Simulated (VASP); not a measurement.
Wanted: the native input for a VASP 6.6.1 run.

- Task: single point
- Functional: PBE
- Potentials or basis: VASP PAW PBE potentials, release 64 (Si)
- Cutoff: 520 eV
- k mesh: 10 × 10 × 10
- Occupations: gaussian, width 0.05 eV
- Spin: no spin polarisation
- Dipole correction: no
- Further INCAR settings: ALGO = Normal; EDIFF = 1e-07; NBANDS = 16

The structure of Si lies in POSCAR:

```
Si
1.0
   -3.3733515583      3.3733515583      1.9464404495
    3.3733515583     -3.3733515583      1.9464404495
    3.3733515583      3.3733515583     -1.9464404495
Si
4
Direct
    0.1664887805      0.1664887805      0.3572210152
    0.8092677652      0.8092677652      0.6427789848
    0.1907322348      0.8335112195      0.0000000000
    0.8335112195      0.1907322348      0.0000000000
```

This cell differs from its parent crystal: atoms displaced along a vibrational mode, the cell strained.

These files were run (other wordings do the same):

INCAR

```
SYSTEM = Si
PREC = Accurate
ENCUT = 520
EDIFF = 1E-7
ISMEAR = 0
SIGMA = 0.05
LREAL = .False.
LASPH = .True.
NELM = 100
ALGO = Normal
ISIF = 2
LWAVE = .False.
LCHARG = .False.
GGA = PE
NBANDS = 16
```

KPOINTS

```
Automatic mesh
0
Gamma
  10 10 10
  0 0 0
```

Potentials or basis: VASP PAW PBE potentials, release 64 (Si).

Command:

```sh
$ cat potpaw_PBE.64/Si/POTCAR > POTCAR
$ mpirun -np 1 vasp_std > vasp.out
```

Results of the run:

```yaml
Pressure: -2.0 GPa
Largest_force: 0.126 eV/Å
Band_gap_on_the_k_mesh: 0.43 eV (least direct gap 0.51 eV)
```

Caveat: the cell differs from its parent crystal (atoms displaced along a vibrational mode, the cell strained); semilocal functionals underestimate gaps, and a narrow one can read as zero.

Wall time 2.7 min on 1 thread of Intel(R) Xeon(R) Platinum 8488C (Sapphire Rapids), with other jobs on the host, peak memory 0.28 GiB.
